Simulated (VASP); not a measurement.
Set up this calculation in VASP 6.6.1, as the native input.

| Quantity | Value |
| --- | --- |
| Task | relaxation of cell and atoms |
| Functional | PBE |
| Potentials or basis | VASP PAW PBE potentials, release 64 (Zn, S) |
| Cutoff | 600 eV |
| k mesh | 4 × 4 × 4 |
| Occupations | gaussian, width 0.1 eV |
| Spin | no spin polarisation |
| Dipole correction | no |
| Further INCAR settings | ALGO = Normal; EDIFF = 1e-07; IBRION = 2; EDIFFG = -0.04; NSW = 90; ISIF = 3 |

The structure of Zn2S lies in POSCAR:

```
Zn2S
1.0
    3.9536698300      0.0000000000      0.0000000000
    0.0000000000      3.9536698300      0.0000000000
    0.0000000000      0.0000000000      5.8939191600
Zn S
4 2
Direct
    0.0000000000      0.0000000000      0.0000000000
    0.5000000000      0.5000000000      0.0000000000
    0.5000000000      0.0000000000      0.2621431600
    0.0000000000      0.5000000000      0.7378568400
    0.5000000000      0.0000000000      0.7019222400
    0.0000000000      0.5000000000      0.2980777600
```

The input as run:

INCAR

```
PREC = Accurate
ENCUT = 600
EDIFF = 1E-7
ISMEAR = 0
SIGMA = 0.1
LREAL = F
LASPH = T
NELM = 80
ALGO = Normal
ISIF = 3
LWAVE = F
LCHARG = F
GGA = PE
IBRION = 2
NSW = 90
EDIFFG = -0.04
```

KPOINTS

```
Automatic mesh
0
Gamma
  4 4 4
```

Potentials or basis: VASP PAW PBE potentials, release 64 (Zn, S).

Command:

```console
$ cat potpaw_PBE.64/Zn/POTCAR potpaw_PBE.64/S/POTCAR > POTCAR
$ mpirun -np 1 vasp_std > vasp.out
```

Results of the run:

The relaxed volume is 18.40 Å³/atom. The relaxed cell is a = 3.582 Å, b = 3.582 Å, c = 8.602 Å, α = 90.00°, β = 90.00°, γ = 90.00° and the space group after relaxing (to 0.05 Å) is P4/nmm (No. 129). The energy gained by relaxing is 345.3 meV/atom, the ionic steps are 39 and the pressure after relaxing is 0.2 GPa. The largest force after relaxing is 0.015 eV/Å. The band gap on the k mesh is zero (band 30 reaches 3.74 eV, above the bottom of band 31 at 2.59 eV).

Caveat: the k points lie up to 0.44 Å⁻¹ apart in the final cell; the volume moved by over 15 % at a fixed basis, so the end points are rough.

Wall time 15 min on 1 thread of Intel(R) Xeon(R) 6975P-C (Granite Rapids), with other jobs on the host, peak memory 0.26 GiB.
